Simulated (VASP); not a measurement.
Wanted: the native input for a VASP 6.6.1 run.

```
Task                   : relaxation of cell and atoms
Functional             : r2SCAN
Potentials or basis    : VASP PAW PBE potentials, release 64 (Ga_d, Sb)
Cutoff                 : 600 eV
k mesh                 : 6 × 6 × 6
Occupations            : gaussian, width 0.01 eV
Spin                   : no spin polarisation
Target pressure        : 7 GPa
Dipole correction      : no
Further INCAR settings : ALGO = Normal; EDIFF = 1e-06; IBRION = 2; EDIFFG = -0.002; NSW = 100; ISIF = 3
```

The system is GaSb.

```
Ga Sb
1.0
     3.06628    3.06628    0.00000
    -3.06628    3.06628    0.00000
     0.00000    3.06628    3.06628
Ga Sb
1 1
Direct
  0.00000 0.00000 0.00000
  0.75000 0.25000 0.50000
```

One way to write it, as run:

POSCAR

```
GaSb
1.0
    3.0662848511      3.0662848511      0.0000000000
   -3.0662848511      3.0662848511      0.0000000000
    0.0000000000      3.0662848511      3.0662848511
Ga Sb
1 1
Direct
    0.0000000000      0.0000000000      0.0000000000
    0.7500000000      0.2500000000      0.5000000000
```

INCAR.step1

```
SYSTEM = GaSb
PREC = Accurate
ENCUT = 600
ISMEAR = 0
SIGMA = 0.01
LREAL = .False.
LASPH = .True.
NELM = 100
GGA = PE
ALGO = Normal
EDIFF = 1E-4
LWAVE = .True.
LCHARG = .False.
```

INCAR.step2

```
SYSTEM = GaSb
PREC = Accurate
ENCUT = 600
EDIFF = 1E-6
ISMEAR = 0
SIGMA = 0.01
LREAL = .False.
LASPH = .True.
NELM = 100
ALGO = Normal
ISIF = 3
LWAVE = .False.
LCHARG = .False.
METAGGA = R2SCAN
LMIXTAU = .True.
IBRION = 2
NSW = 100
EDIFFG = -0.002
PSTRESS = 70.0
ISTART = 1
```

KPOINTS

```
regular mesh
0
Gamma
  6 6 6
  0 0 0
```

Potentials or basis: VASP PAW PBE potentials, release 64 (Ga_d, Sb).

Command:

```sh
$ cat potpaw_PBE.64/Ga_d/POTCAR potpaw_PBE.64/Sb/POTCAR > POTCAR
$ cp INCAR.step1 INCAR
$ mpirun -np 1 vasp_std > vasp.out
$ cp INCAR.step2 INCAR
$ mpirun -np 1 vasp_std > vasp.out
```

It gave:

```yaml
Relaxed_volume: 26.04 Å³/atom
Relaxed_cell: a = 4.192 Å, b = 4.192 Å, c = 4.192 Å, α = 60.00°, β = 60.00°, γ = 90.00°
Space_group_after_relaxing_to_0.05_Å: F-43m (No. 216)
Energy_change_on_relaxing_the_enthalpy_is_what_falls: +55.5 meV/atom
Ionic_steps: 7
Pressure_after_relaxing: 7.0 GPa
Band_gap_on_the_k_mesh: 0.91 eV, indirect (least direct gap 1.19 eV)
```

Caveat: the cell is relaxed towards a set pressure, so the enthalpy falls and the energy may rise; the PAW data sets were made with another functional, which shifts forces and pressure a little; spin-orbit coupling is left out, which moves the levels of the heavy elements.

It took 7.2 min on 1 thread of AMD EPYC 9R45 (Zen 5), on a shared host, peak memory 0.2 GiB.
